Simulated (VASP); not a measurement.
A run of VASP 6.6.1 is set up as follows.

POSCAR

```
ZnSe
1.0
    0.0000000000      2.9511032709      2.8324246769
    2.9511032709      0.0000000000      2.8324246769
    2.9511032709      2.9511032709      0.0000000000
Zn Se
1 1
Direct
    0.0000000000      0.0000000000      0.0000000000
    0.2500000000      0.2500000000      0.2500000000
```

Contents of INCAR.step1:

```
SYSTEM = ZnSe
PREC = Accurate
ENCUT = 520
ISMEAR = 0
SIGMA = 0.01
LREAL = .FALSE.
LASPH = .TRUE.
NELM = 80
NBANDS = 16
GGA = PE
ALGO = Normal
EDIFF = 1E-4
LWAVE = .TRUE.
LCHARG = .FALSE.
```

File INCAR.step2:

```
SYSTEM = ZnSe
PREC = Accurate
ENCUT = 520
EDIFF = 1E-6
ISMEAR = 0
SIGMA = 0.01
LREAL = .FALSE.
LASPH = .TRUE.
NELM = 80
ALGO = Normal
ISIF = 2
LWAVE = .FALSE.
LCHARG = .TRUE.
METAGGA = R2SCAN
LMIXTAU = .TRUE.
LELF = .TRUE.
LVHAR = .TRUE.
NBANDS = 16
ISTART = 1
```

Contents of KPOINTS:

```
Automatic mesh
0
G
  8 8 8
  0 0 0
```

Potentials or basis: VASP PAW PBE potentials, release 64 (Zn, Se).

Command:

```bash
$ cat potpaw_PBE.64/Zn/POTCAR potpaw_PBE.64/Se/POTCAR > POTCAR
$ cp INCAR.step1 INCAR
$ mpirun -np 1 vasp_std > vasp.out
$ cp INCAR.step2 INCAR
$ mpirun -np 1 vasp_std > vasp.out
```

What does it give for the band gap on the k mesh?

1.43 eV, direct.

Predict the pressure.

-4.4 GPa.

Stress tensor (GPa, compression positive):
```
-4.93  0.00  0.00
 0.00 -4.93  0.00
 0.00  0.00 -3.46
```

Caveat: the cell differs from its parent crystal (biaxial xy strain +4.2%); the PAW data sets were made with another functional, which shifts forces and pressure a little.
